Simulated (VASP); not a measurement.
A run of VASP 6.6.1 is set up as follows.

The input POSCAR:

```
SnTe
1.0
    3.9047000000      0.0000000000      0.0000000000
    0.0000000000      3.9047000000      0.0000000000
    0.0000000000      0.0000000000      3.9047000000
Sn Te
1 1
Direct
    0.0000000000      0.0000000000      0.0000000000
    0.5000000000      0.5000000000      0.4487796758
```

INCAR.step1

```
ALGO = Normal
EDIFF = 1E-5
ENCUT = 550
GGA = PE
GGA_COMPAT = False
ISMEAR = 0
LASPH = True
LCHARG = False
LREAL = False
LWAVE = True
NBANDS = 17
NELM = 120
PREC = Accurate
SIGMA = 0.15
```

INCAR.step2

```
ALGO = Normal
EDIFF = 1E-6
ENCUT = 550
GGA_COMPAT = False
ISIF = 2
ISMEAR = 0
ISTART = 1
LASPH = True
LCHARG = True
LELF = True
LMIXTAU = True
LREAL = False
LVHAR = True
LWAVE = False
METAGGA = R2SCAN
NBANDS = 17
NELM = 120
PREC = Accurate
SIGMA = 0.15
```

File KPOINTS:

```
k-points
0
Gamma
  12 12 12
```

Potentials or basis: VASP PAW PBE potentials, release 64 (Sn_d, Te).

Command:

```bash
$ cat potpaw_PBE.64/Sn_d/POTCAR potpaw_PBE.64/Te/POTCAR > POTCAR
$ cp INCAR.step1 INCAR
$ mpirun -np 1 vasp_std > vasp.out
$ cp INCAR.step2 INCAR
$ mpirun -np 1 vasp_std > vasp.out
```

(1) What does it give for the largest force?

(2) Predict the pressure.

(3) Estimate the band gap on the k mesh.

## Answers

(1) 0.217 eV/Å.

(2) -0.2 GPa.

(3) zero (bands 10 and 11 overlap by 1.67 eV).

Caveat: the cell differs from its parent crystal (all Te atoms moved -0.200 Å, as atom 2 along Cartesian [0 0 1]); the PAW data sets were made with another functional, which shifts forces and pressure a little; spin-orbit coupling is left out, which moves the levels of the heavy elements.
